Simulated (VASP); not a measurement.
**Ta: single point with PBE**

Ta:

```xyz
1
Lattice="-1.6513 1.6513 1.8679 1.6513 -1.6513 1.8679 1.6513 1.6513 -1.8679" Properties=species:S:1:pos:R:3 pbc="T T T"
Ta    0.0000    0.0000    0.0000
```

This cell differs from its parent crystal: strain +0.1312 x Voigt [0, 0, 1, 0, 0, 0].

```yaml
Program: VASP 6.6.1
Task: single point
Functional: PBE
Potentials_or_basis: VASP PAW PBE potentials, release 64 (Ta_pv)
Cutoff: 520 eV
k_mesh: 20 × 20 × 20
Occupations: gaussian, width 0.15 eV
Spin: no spin polarisation
```

* Pressure: -16.1 GPa
* Band gap on the k mesh: zero (an odd number of electrons rules out a gap without spin polarisation)

Stress tensor (GPa, compression positive):
```
-13.64   0.00   0.00
  0.00 -13.64   0.00
  0.00   0.00 -21.15
```

Levels at points of the mesh, in eV from the Fermi level:
```tsv
k point	band 1	band 2	band 3	band 4	band 5	band 6	band 7	band 8	band 9	band 10
(0.00, 0.00, 0.00)	-33.64	-33.63	-33.63	-7.50	0.37	0.37	1.59	2.55	4.12	13.25
(0.50, 0.00, 0.00)	-34.41	-33.84	-33.64	-3.98	-0.76	0.84	2.29	4.48	6.32	9.52
(0.50, 0.50, 0.00)	-34.38	-33.94	-33.69	-3.84	-2.07	1.59	4.43	4.82	6.70	10.22
(0.50, 0.50, 0.50)	-34.30	-34.10	-34.10	-3.37	-3.03	5.56	5.63	5.95	5.95	8.59
```

Run time: 46 s on 1 thread of Intel(R) Xeon(R) 6975P-C (Granite Rapids) (shared host), peak memory 0.26 GiB.

Caveat: the cell differs from its parent crystal (strain +0.1312 x Voigt [0, 0, 1, 0, 0, 0]); the cell stands under tension; spin-orbit coupling is left out, which moves the levels of the heavy elements.
